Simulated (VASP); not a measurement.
# W (I4/mmm) in VASP: further runs, part 2 of 2

VASP 6.6.1. Earlier steps stand in the parts before.

### 4 Single point, PBEsol (strain -0.030 along x and y, +0.015 along z)

The input, INCAR:

```
SYSTEM = W
ALGO = Fast
EDIFF = 1E-6
ENCUT = 520
GGA = PS
ISIF = 2
ISMEAR = 0
LASPH = .True.
LCHARG = .True.
LELF = .True.
LREAL = .False.
LVHAR = .True.
LWAVE = .False.
NBANDS = 13
NELM = 100
PREC = Accurate
SIGMA = 0.15
```

The input, KPOINTS:

```
k-points
0
Gamma
  20 20 20
  0 0 0
```

The input, POSCAR:

```
W
1.0
    0.0000000000      1.9691000000      2.0604500000
    1.9691000000      0.0000000000      2.0604500000
    1.9691000000      1.9691000000      0.0000000000
W
1
Direct
    0.0000000000      0.0000000000      0.0000000000
```

Potentials or basis: VASP PAW PBE potentials, release 64 (W_sv).

Started as:

```console
$ cat potpaw_PBE.64/W_sv/POTCAR > POTCAR
$ mpirun -np 1 vasp_std > vasp.out
```

OUTCAR:

```text
SYSTEM = W
   EDIFF = 1E-6
   ENCUT = 520
   GGA = PS
   ISIF = 2
   ISMEAR = 0
   LASPH = .True.
   LREAL = .False.
   NELM = 100
   PREC = Accurate

 ion  position               nearest neighbor table
   1  0.000  0.000  0.000-

  LATTYP: Found a body centered tetragonal cell.
 ALAT       =     2.7847279257
 C/A-ratio  =     1.4798214081

  Lattice vectors:

 A1 = (  -1.9691000000,   0.0000000000,   2.0604500000)
 A2 = (   1.9691000000,   0.0000000000,   2.0604500000)
 A3 = (   0.0000000000,   1.9691000000,  -2.0604500000)

Analysis of symmetry for initial positions (statically):
=====================================================================
 Subroutine PRICEL returns:
 Original cell was already a primitive cell.

 Routine SETGRP: Setting up the symmetry group for a
 body centered tetragonal supercell.

 Subroutine GETGRP returns: Found 16 space group operations
 (whereof 16 operations were pure point group operations)
 out of a pool of 16 trial point group operations.

The static configuration has the point symmetry D_4h.

Analysis of symmetry for dynamics (positions and initial velocities):
=====================================================================
 Subroutine PRICEL returns:
 Original cell was already a primitive cell.

 Routine SETGRP: Setting up the symmetry group for a
 body centered tetragonal supercell.

 Subroutine GETGRP returns: Found 16 space group operations
 (whereof 16 operations were pure point group operations)
 out of a pool of 16 trial point group operations.

The dynamic configuration has the point symmetry D_4h.

 Subroutine INISYM returns: Found 16 space group operations
 (whereof 16 operations are pure point group operations),
 and found     1 'primitive' translations

----------------------------------------------------------------------------------------

                                     Primitive cell

  volume of cell :      15.9782

  direct lattice vectors                    reciprocal lattice vectors
     0.000000000  1.969100000  2.060450000    -0.253923112  0.253923112  0.242665437
     1.969100000  0.000000000  2.060450000     0.253923112 -0.253923112  0.242665437
     1.969100000  1.969100000  0.000000000     0.253923112  0.253923112 -0.242665437

  length of vectors
     2.850054212  2.850054212  2.784727926     0.433405593  0.433405593  0.433405593

  position of ions in fractional coordinates (direct lattice)
     0.000000000  0.000000000  0.000000000

  ion indices of the primitive-cell ions
   primitive index   ion index
                 1           1

----------------------------------------------------------------------------------------

 KPOINTS: k-points

Automatic generation of k-mesh.
 Grid dimensions read from file:
 generate k-points for:   20   20   20

 Generating k-lattice:

  Cartesian coordinates                     Fractional coordinates (reciprocal lattice)
    -0.012696156  0.012696156  0.012133272     0.050000000  0.000000000  0.000000000
     0.012696156 -0.012696156  0.012133272     0.000000000  0.050000000  0.000000000
     0.012696156  0.012696156 -0.012133272     0.000000000  0.000000000  0.050000000

  Length of vectors
     0.021670280  0.021670280  0.021670280

  Shift w.r.t. Gamma in fractional coordinates (k-lattice)
     0.000000000  0.000000000  0.000000000

 Subroutine IBZKPT returns following result:
 ===========================================

 Found    641 irreducible k-points:

 Following reciprocal coordinates:
            Coordinates               Weight
  0.000000  0.000000  0.000000      1.000000
  0.050000  0.000000  0.000000      8.000000
  0.100000  0.000000  0.000000      8.000000
  0.150000  0.000000  0.000000      8.000000
  0.200000  0.000000  0.000000      8.000000
  0.250000  0.000000  0.000000      8.000000
[... 16 lines left out ...]
 -0.400000  0.050000  0.000000      8.000000
 -0.350000  0.050000  0.000000      8.000000
 [... further k-points ...]
   k-points           NKPTS =    641   k-points in BZ     NKDIM =    641   number of bands    NBANDS=     13
   number of dos      NEDOS =    301   number of ions     NIONS =      1
   total plane-waves  NPLWV =  13824
   dimension x,y,z NGX =    24 NGY =   24 NGZ =   24
   dimension x,y,z NGXF=    48 NGYF=   48 NGZF=   48
   ions per type =               1
   NGX,Y,Z   is equivalent  to a cutoff of  14.00, 14.00, 14.33 a.u.
   NGXF,Y,Z  is equivalent  to a cutoff of  28.00, 28.00, 28.66 a.u.
 SYSTEM =  W
   PREC   = accura    normal or accurate (medium, high low for compatibility)
   ISTART =      0    job   : 0-new  1-cont  2-samecut
   ICHARG =      2    charge: 1-file 2-atom 10-const
   ISPIN  =      1    spin polarized calculation?
   LNONCOLLINEAR =      F non collinear calculations
   LSORBIT =      F    spin-orbit coupling
   LASPH  =      T    aspherical Exc in radial PAW
   ENCUT  =  520.0 eV  38.22 Ry    6.18 a.u.   5.30  5.30  5.18*2*pi/ulx,y,z
   NELM   =    100;   NELMIN=  2; NELMDL= -5     # of ELM steps
   EDIFF  = 0.1E-05   stopping-criterion for ELM
   LREAL  =      F    real-space projection
   EDIFFG = 0.1E-04   stopping-criterion for IOM
   NSW    =      0    number of steps for IOM
   IBRION =     -1    ionic relax: 0-MD 1-quasi-New 2-CG
   NFREE  =      0    steps in history (QN), initial steepest desc. (CG)
   ISIF   =      2    stress and relaxation
   ISYM   =      2    0-nonsym 1-usesym 2-fastsym
   POTIM  = 0.5000    time-step for ionic-motion
   TEBEG  =    0.0;   TEEND  =   0.0 temperature during run
   PSTRESS=    0.0 pullay stress
   NELECT =      14.0000    total number of electrons
   NUPDOWN=      -1.0000    fix difference up-down
   EMIN   =  10.00;   EMAX   =-10.00  energy-range for DOS
   EFERMI =   0.00;   METHOD = LEGACY
   ISMEAR =     0;   SIGMA  =   0.15  broadening in eV -4-tet -1-fermi 0-gaus
   EFERMI_NEDOS =   21; number of points for ismear=-14 and -15
   IALGO  =     68    algorithm
   IMIX   =      4    mixing-type and parameters
     AMIX     =   0.40;   BMIX     =  1.00
     AMIX_MAG =   1.60;   BMIX_MAG =  1.00
  volume/ion in A,a.u.               =      15.98       107.83
  Fermi-wavevector in a.u.,A,eV,Ry     =   1.566541  2.960332 33.389367  2.454049
  Thomas-Fermi vector in A             =   2.668853
   LORBIT       =      0    0 simple, 1 ext, 2 COOP (PROOUT), +10 PAW based schemes
   GGA     = PS    functional components
   LHFCALC =     F    Hartree Fock is set to
   AEXX    =    0.0000 exact exchange contribution
   IVDW    =     0    specifies the selected vdW correction
   LEPSILON=     F    determine dielectric tensor
   LRPA    =     F    only Hartree local field effects (RPA)
 non-spin polarized calculation
 RMM-DIIS sequential band-by-band and
 Gauss-broadening in eV      SIGMA  =   0.15
  energy-cutoff  :      520.00
  volume of cell :       15.98
 maximum number of plane-waves:       440
 NGX is ok and might be reduce to    24
   NGX = 11   NGY = 11   NGZ = 11

 number of electron      13.9999999 magnetization

 Free energy of the ion-electron system (eV)
  ---------------------------------------------------
  ext. energy  EPLUGINS =         0.00000000
  ---------------------------------------------------
  free energy    TOTEN  =       -13.33442426 eV

  energy without entropy =      -13.32117193  energy(sigma->0) =      -13.32779810

 E-fermi :  10.7482     XC(G=0): -13.7063

 val. band max:       10.7449198201   @ k =  -0.3500   0.1500   0.1000
 cond. band min:      10.7585858721   @ k =   0.4000   0.0000   0.3000
 fundamental gap:      0.0136660520
 Fermi energy:        10.7481927289

 k-point     1 :       0.0000    0.0000    0.0000
  band No.  band energies     occupation
      1     -62.8970      2.00000
      2     -26.5160      2.00000
      3     -26.4708      2.00000
      4     -26.4708      2.00000
      5       1.5437      2.00000
      6       9.6861      2.00000
      7      10.3172      1.99995
      8      10.3172      1.99995
      9      12.8285      0.00000
     10      13.7881      0.00000
     11      23.5811      0.00000
     12      27.8902      0.00000
     13      29.3845      0.00000
[... 353 lines left out ...]
 k-point    24 :      -0.3500    0.0500    0.0000
  band No.  band energies     occupation
      1     -62.7939      2.00000
      2     -27.5554      2.00000
      3     -26.7068      2.00000
      4     -26.5703      2.00000
      5       4.9037      2.00000
      6       9.7042      2.00000
      7       9.8860      2.00000
      8      10.5140      1.97274
      9      14.4184      0.00000
     10      15.4704      0.00000
     11      22.3239      0.00000
     12      25.6546      0.00000
     13      30.9446      0.00000

 [... further k-points ...]
[... 5 lines left out ...]
  --------------------------------------------------------------------------------------
  -------------------------------------------------------------------------------------
  Total       -0.2952602     -0.2952602      0.7786104      0.0000000      0.0000000      0.0000000
  in kB      -29.6065505    -29.6065505     78.0734147      0.0000000      0.0000000      0.0000000
  external PRESSURE =       6.2867712 kB  Pullay stress =       0.0000000 kB

 VOLUME and BASIS-vectors are now :
 -----------------------------------------------------------------------------
  energy-cutoff  :      520.00
  volume of cell :       15.98
      direct lattice vectors                 reciprocal lattice vectors
     0.000000000  1.969100000  2.060450000    -0.253923112  0.253923112  0.242665437
     1.969100000  0.000000000  2.060450000     0.253923112 -0.253923112  0.242665437
     1.969100000  1.969100000  0.000000000     0.253923112  0.253923112 -0.242665437

 POSITION                                       TOTAL-FORCE (eV/Angst)
 -----------------------------------------------------------------------------------
      0.00000      0.00000      0.00000        -0.000000     -0.000000      0.000000
 -----------------------------------------------------------------------------------
    total drift:                               -0.000000     -0.000000      0.000000

  FREE ENERGIE OF THE ION-ELECTRON SYSTEM (eV)
  ---------------------------------------------------
  free  energy   TOTEN  =       -13.3344242590 eV

  energy  without entropy=      -13.3211719349  energy(sigma->0) =      -13.32779810
```

OSZICAR:

```text
N       E                     dE             d eps       ncg     rms          rms(c)
DAV:   1     0.828410166928E+02    0.82841E+02   -0.74565E+03 16767   0.122E+03
DAV:   2    -0.123719561217E+02   -0.95213E+02   -0.91682E+02 18606   0.315E+02
DAV:   3    -0.139970076161E+02   -0.16251E+01   -0.16169E+01 18416   0.397E+01
DAV:   4    -0.140037431474E+02   -0.67355E-02   -0.67350E-02 18646   0.281E+00
DAV:   5    -0.140038003636E+02   -0.57216E-04   -0.57214E-04 18731   0.245E-01    0.207E+01
RMM:   6    -0.134731798751E+02    0.53062E+00   -0.41353E-01 18123   0.591E+00    0.855E+00
RMM:   7    -0.133383175059E+02    0.13486E+00   -0.27899E-01 18250   0.483E+00    0.691E-01
RMM:   8    -0.133345555735E+02    0.37619E-02   -0.11181E-02 20681   0.116E+00    0.226E-01
RMM:   9    -0.133344220255E+02    0.13355E-03   -0.16004E-03 20413   0.480E-01    0.201E-02
RMM:  10    -0.133344287723E+02   -0.67468E-05   -0.21234E-04 21603   0.180E-01    0.911E-03
RMM:  11    -0.133344230605E+02    0.57117E-05   -0.50322E-05 21307   0.854E-02    0.540E-03
RMM:  12    -0.133344242589E+02   -0.11984E-05   -0.11798E-05 19014   0.411E-02    0.138E-03
RMM:  13    -0.133344242590E+02   -0.11278E-09   -0.21220E-06 15409   0.174E-02
   1 F= -.13334424E+02 E0= -.13327798E+02  d E =-.132523E-01
```

Wall time 83 s (1 thread of AMD EPYC 9R45 (Zen 5), shared host); peak memory 0.21 GiB.

Results:

| Quantity | Value |
| --- | --- |
| Free energy | -13.3344 eV |
| Pressure | 0.6 GPa |
| Band gap on the k mesh | zero (band 7 reaches 14.22 eV, above the bottom of band 8 at 10.19 eV) |

Stress tensor (GPa, compression positive):
```
-2.96  0.00  0.00
 0.00 -2.96  0.00
 0.00  0.00  7.81
```

Caveat: the cell differs from its parent crystal (strain -0.030 along x and y, +0.015 along z); the PAW data sets were made with another functional, which shifts forces and pressure a little; spin-orbit coupling is left out, which moves the levels of the heavy elements.

### 5 The runs side by side

| cell | gap on the mesh (eV) | pressure (GPa) |
| --- | --- | --- |
| a = 2.828, b = 2.828, c = 2.785 Å, angles 60.5, 60.5, 59.0°, 1 atom | none | 5.3 |
| a = 2.806, b = 2.806, c = 2.828 Å, angles 59.7, 59.7, 60.5°, 1 atom | none | 5.2 |
| a = 2.850, b = 2.850, c = 2.785 Å, angles 60.8, 60.8, 58.5°, 1 atom | none | 0.6 |

Alike in all rows: task single point; level PBEsol; potentials or basis VASP PAW PBE potentials, release 64 (W_sv); no spin polarisation; k mesh 20 × 20 × 20; cutoff (eV) 520; smearing gaussian 0.15 eV.

Caveats: the PAW data sets were made with another functional, which shifts forces and pressure a little; spin-orbit coupling is left out, which moves the levels of the heavy elements.

Absolute energies hang on the potentials; compare differences alone.
